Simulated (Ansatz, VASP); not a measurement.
Ni in VASP and in Ansatz

```
Ni
1.0
     2.31740    0.00000    0.00000
    -1.15870    2.00693    0.00000
     0.00000    0.00000    7.59787
Ni
4
Cartesian
  1.1587 2.0069 0.0000
  1.1587 2.0069 3.7989
  0.0000 1.3380 1.8995
  1.1587 0.6690 5.6984
```

Alike in both runs: task single point; functional LDA; k mesh 17 × 17 × 5; occupations fermi-dirac, width 0.05 eV; collinear spin.

|  | VASP | Ansatz |
| --- | --- | --- |
| version | VASP 6.6.1 | Ansatz 0.2.0 |
| potentials or method | VASP PAW LDA potentials, release 64 (Ni), cutoff 520 eV | plane waves (420 eV) with PAW, scalar-relativistic |
| valence electrons in the cell | 40 | 72 |

|  | VASP | Ansatz | Ansatz less VASP |
| --- | --- | --- | --- |
| net moment per atom (μB) | 0.53 | 0.55 | +0.016 |
| size of the moment on the site where the two differ most (μB) | 0.53 | 0.58 | +0.046 |

Ansatz warns that its potentials were made for another functional, while VASP's fit it. LDA's correlation is that of Perdew and Zunger in VASP and of Perdew and Wang (1992) in Ansatz. Site moments also hang on the region over which each program counts them. VASP's potentials hold 40 valence electrons a cell and Ansatz's 72, so a difference there can come from the potentials and not from the codes.
